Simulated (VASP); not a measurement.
A run of VASP 6.6.1 is set up as follows.

The input POSCAR:

```
Sb
1.0
    0.0000000000      2.4024466595      2.4024466595
    2.4024466595      0.0000000000      2.4024466595
    2.4024466595      2.4024466595      0.0000000000
Sb
1
Direct
    0.0000000000      0.0000000000      0.0000000000
```

The input INCAR.step1:

```
SYSTEM = Sb
PREC = Accurate
ENCUT = 400
EDIFF = 1E-5
ISMEAR = -1
SIGMA = 0.05
LREAL = .FALSE.
LASPH = .TRUE.
NELM = 120
ALGO = Normal
ISIF = 2
LWAVE = .TRUE.
LCHARG = .FALSE.
GGA = PE
NBANDS = 14
GGA_COMPAT = .FALSE.
```

INCAR.step2

```
SYSTEM = Sb
PREC = Accurate
ENCUT = 400
EDIFF = 1E-6
ISMEAR = -1
SIGMA = 0.05
LREAL = .FALSE.
LASPH = .TRUE.
NELM = 120
ALGO = Normal
ISIF = 2
LWAVE = .FALSE.
LCHARG = .FALSE.
GGA = PE
LHFCALC = .TRUE.
HFSCREEN = 0.2079
PRECFOCK = Normal
ISTART = 1
NBANDS = 14
GGA_COMPAT = .FALSE.
```

Contents of KPOINTS:

```
regular mesh
0
G
  6 6 6
  0 0 0
```

Potentials or basis: VASP PAW PBE potentials, release 64 (Sb_d_GW).

Run with:

```bash
$ cat potpaw_PBE.64/Sb_d_GW/POTCAR > POTCAR
$ cp INCAR.step1 INCAR
$ mpirun -np 1 vasp_std > vasp.out
$ cp INCAR.step2 INCAR
$ mpirun -np 1 vasp_std > vasp.out
```

Task: What does it give for the pressure?

Result: -3.0 GPa.

Task: Predict the band gap on the k mesh.

Result: Zero (an odd number of electrons rules out a gap without spin polarisation).

Caveat: the k points lie up to 0.38 Å⁻¹ apart, too coarse for converged energies and pressures of a metal; the PAW data sets were made with another functional, which shifts forces and pressure a little; spin-orbit coupling is left out, which moves the levels of the heavy elements; an odd number of electrons without spin polarisation forces a metal; a magnetic or distorted state may lie lower.
